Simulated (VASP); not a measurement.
Wanted: the native input for a VASP 6.6.1 run.

- Task: relaxation of cell and atoms
- Functional: PBE
- Potentials or basis: VASP PAW PBE potentials, release 64 (Li_sv)
- Cutoff: 600 eV
- k mesh: 17 × 17 × 9
- Occupations: fermi-dirac, width 0.08 eV
- Spin: no spin polarisation
- Target pressure: 16 GPa
- Dipole correction: no
- Further INCAR settings: ALGO = Normal; EDIFF = 1e-06; IBRION = 2; EDIFFG = -0.005; NSW = 60; ISIF = 3

The structure of Li lies in POSCAR:

```
Li
1.0
    2.5976850221      0.0000000000      0.0000000000
   -1.2988425110      2.2496612202      0.0000000000
    0.0000000000      0.0000000000      4.2082497358
Li
2
Direct
    0.3333333333      0.6666666667      0.2500000000
    0.6666666667      0.3333333333      0.7500000000
```

The input as run:

INCAR

```
SYSTEM = Li
PREC     = Accurate       ! precision mode
ENCUT    = 600            ! plane-wave cutoff, eV
EDIFF    = 1E-6           ! SCF threshold, eV
ISMEAR   = -1             ! smearing method
SIGMA    = 0.08           ! smearing width, eV
LREAL    = .False.        ! projectors in reciprocal space
LASPH    = .True.         ! aspherical terms in the spheres
NELM     = 100            ! most SCF steps
ALGO     = Normal         ! electronic algorithm
ISIF     = 3              ! what is computed and relaxed
LWAVE    = .False.        ! write WAVECAR
LCHARG   = .False.        ! write CHGCAR
GGA      = PE             ! functional
IBRION   = 2              ! ionic algorithm
NSW      = 60             ! ionic steps
EDIFFG   = -0.005         ! ionic threshold
PSTRESS  = 160.0
```

KPOINTS

```
Automatic mesh
0
Gamma
  17 17 9
  0 0 0
```

Potentials or basis: VASP PAW PBE potentials, release 64 (Li_sv).

Launch:

```bash
$ cat potpaw_PBE.64/Li_sv/POTCAR > POTCAR
$ mpirun -np 1 vasp_std > vasp.out
```

Results of the run:

* Relaxed volume: 12.22 Å³/atom
* Relaxed cell: a = 2.578 Å, b = 2.578 Å, c = 4.247 Å, α = 90.00°, β = 90.00°, γ = 120.00°
* Space group after relaxing (to 0.05 Å): P6_3/mmc (No. 194)
* Energy change on relaxing (the enthalpy is what falls): +7.2 meV/atom
* Ionic steps: 6
* Pressure after relaxing: 16.0 GPa
* Band gap on the k mesh: zero (band 3 reaches 4.85 eV, above the bottom of band 4 at -0.17 eV)

Caveat: the cutoff is under 1.25 times the usual one of these potentials, so pressure, stress and relaxed cells hold a basis-set (Pulay) error; the cell is relaxed towards a set pressure, so the enthalpy falls and the energy may rise.

It took 33 s on 1 thread of Intel(R) Xeon(R) 6975P-C (Granite Rapids), on a shared host, peak memory 0.15 GiB.
